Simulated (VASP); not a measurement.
Wanted: the native input for a VASP 6.6.1 run.

```
Task                   : single point
Functional             : PBE
Potentials or basis    : VASP PAW PBE potentials, release 64 (Cd, Se)
Cutoff                 : 520 eV
k mesh                 : 9 × 9 × 4
Occupations            : gaussian, width 0.05 eV
Spin                   : no spin polarisation
Dipole correction      : no
Further INCAR settings : ALGO = Normal; EDIFF = 1e-06; NBANDS = 26
```

The structure of CdSe lies in POSCAR:

```
CdSe
1.0
    4.2984999142      0.0000000000      0.0000000000
   -2.1492499571      3.7226101239      0.0000000000
    0.0000000000      0.0000000000      6.6644400000
Cd Se
2 2
Direct
    0.6666666667      0.3333333333      0.0000000000
    0.3333333333      0.6666666667      0.5000000000
    0.6666666667      0.3333333333      0.3750000000
    0.3333333333      0.6666666667      0.8750000000
```

This cell differs from its parent crystal: strain +0.000 along x and y, -0.050 along z.

One way to write it, as run:

INCAR

```
SYSTEM = CdSe
  ALGO = Normal
  EDIFF = 1E-6
  ENCUT = 520
  GGA = PE
  ISIF = 2
  ISMEAR = 0
  LASPH = .True.
  LCHARG = .False.
  LREAL = .False.
  LWAVE = .False.
  NBANDS = 26
  NELM = 60
  PREC = Accurate
  SIGMA = 0.05
```

KPOINTS

```
k-points
0
Gamma
  9 9 4
  0 0 0
```

Potentials or basis: VASP PAW PBE potentials, release 64 (Cd, Se).

Command:

```console
$ cat potpaw_PBE.64/Cd/POTCAR potpaw_PBE.64/Se/POTCAR > POTCAR
$ mpirun -np 1 vasp_std > vasp.out
```

Results of the run:

```yaml
Pressure: 7.1 GPa
Largest_force: 0.667 eV/Å
Band_gap_on_the_k_mesh: 0.79 eV, direct
```

Caveat: the cell differs from its parent crystal (strain +0.000 along x and y, -0.050 along z).

Run time: 35 s on 1 thread of Intel(R) Xeon(R) 6975P-C (Granite Rapids) (shared host), peak memory 0.26 GiB.
